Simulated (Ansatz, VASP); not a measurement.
# Two plane-wave programs on Ga2O3

The input INCAR:

```
SYSTEM = Ga2O3
PREC     = Accurate       ! precision mode
ENCUT    = 520            ! plane-wave cutoff, eV
EDIFF    = 1E-6           ! SCF threshold, eV
ISMEAR   = -1             ! smearing method
SIGMA    = 0.02           ! smearing width, eV
LREAL    = .FALSE.        ! projectors in reciprocal space
LASPH    = .TRUE.         ! aspherical terms in the spheres
NELM     = 80             ! most SCF steps
ALGO     = Normal         ! electronic algorithm
ISIF     = 2              ! what is computed and relaxed
LWAVE    = .FALSE.        ! write WAVECAR
LCHARG   = .FALSE.        ! write CHGCAR
GGA      = PE             ! functional
NBANDS   = 55             ! bands
```

KPOINTS

```
regular mesh
0
G
  6 6 6
  0 0 0
```

Contents of POSCAR:

```
Ga2O3
1.0
    2.4424165368      1.4101298450      4.3910261139
   -2.4424165368      1.4101298450      4.3910261139
    0.0000000000     -2.8202596900      4.3910261139
Ga O
4 6
Direct
    0.8553745505      0.8553745505      0.8553745505
    0.6446254495      0.6446254495      0.6446254495
    0.1446254495      0.1446254495      0.1446254495
    0.3553745505      0.3553745505      0.3553745505
    0.7500000000      0.4463013970      0.0536986030
    0.4463013970      0.0536986030      0.7500000000
    0.0536986030      0.7500000000      0.4463013970
    0.2500000000      0.5536986030      0.9463013970
    0.9463013970      0.2500000000      0.5536986030
    0.5536986030      0.9463013970      0.2500000000
```

Input for Ansatz:

```yaml
crystal:
  lattice:
    - [2.4424165368, 1.410129845, 4.3910261139]
    - [-2.4424165368, 1.410129845, 4.3910261139]
    - [0.0, -2.82025969, 4.3910261139]
  atoms:
    - { symbol: Ga, position: [0.8553745505, 0.8553745505, 0.8553745505] }
    - { symbol: Ga, position: [0.6446254495, 0.6446254495, 0.6446254495] }
    - { symbol: Ga, position: [0.1446254495, 0.1446254495, 0.1446254495] }
    - { symbol: Ga, position: [0.3553745505, 0.3553745505, 0.3553745505] }
    - { symbol: O, position: [0.75, 0.446301397, 0.053698603] }
    - { symbol: O, position: [0.446301397, 0.053698603, 0.75] }
    - { symbol: O, position: [0.053698603, 0.75, 0.446301397] }
    - { symbol: O, position: [0.25, 0.553698603, 0.946301397] }
    - { symbol: O, position: [0.946301397, 0.25, 0.553698603] }
    - { symbol: O, position: [0.553698603, 0.946301397, 0.25] }
kpoints:
  mp_grid: { grid: [6, 6, 6] }
  band_path:
    path:
      - [0.0, 0.0, 0.0]
      - [0.5, 0.5, 0.5]
      - [0.7645798177, 0.2354201823, 0.5]
      - [0.5, -0.2354201823, 0.2354201823]
      - [0.5, 0.0, 0.0]
      - [0.3677100911, -0.3677100911, 0.0]
      - [0.6322899089, 0.0, 0.3677100911]
      - [0.5, 0.0, 0.5]
      - [0.0, 0.171875, -0.171875]
    npoints: 1
hamiltonian:
  xc: pbe
scf:
  occupations: { method: fermi_dirac, width: 0.02 }
  n_extra_bands: 6
output:
  forces: true
  stress: true
  eigenvalues: true
```

Change from the starting cell: hydrostatic strain -2.0%.

Alike in both runs: task single point; functional PBE; k mesh 6 × 6 × 6; occupations fermi-dirac, width 0.02 eV; no spin polarisation.

|  | VASP | Ansatz |
| --- | --- | --- |
| version | VASP 6.6.1 | Ansatz 0.2.0 |
| potentials or method | VASP PAW PBE potentials, release 64 (Ga_d, O) | plane waves, PAW |
| plane-wave cutoff (eV) | 520 | 420 |
| valence electrons in the cell | 88 | 88 |

|  | VASP | Ansatz | Ansatz less VASP |
| --- | --- | --- | --- |
| gap on the k mesh at the Fermi level (eV) | 3.52 | 3.53 | +0.004 |
| pressure (GPa) | 27.3 | 26.1 | -1.17 |
| traceless stress, the component that is largest in VASP (GPa) | -2.13 | -2.08 | +0.047 |
| rms of the force components (eV/Å) | 0.038 | 0.027 | -0.0105 |

Atom by atom the forces differ by 0.014 eV/Å (rms over components). With one functional, cell and mesh, what is left measures potentials, basis and numerics.
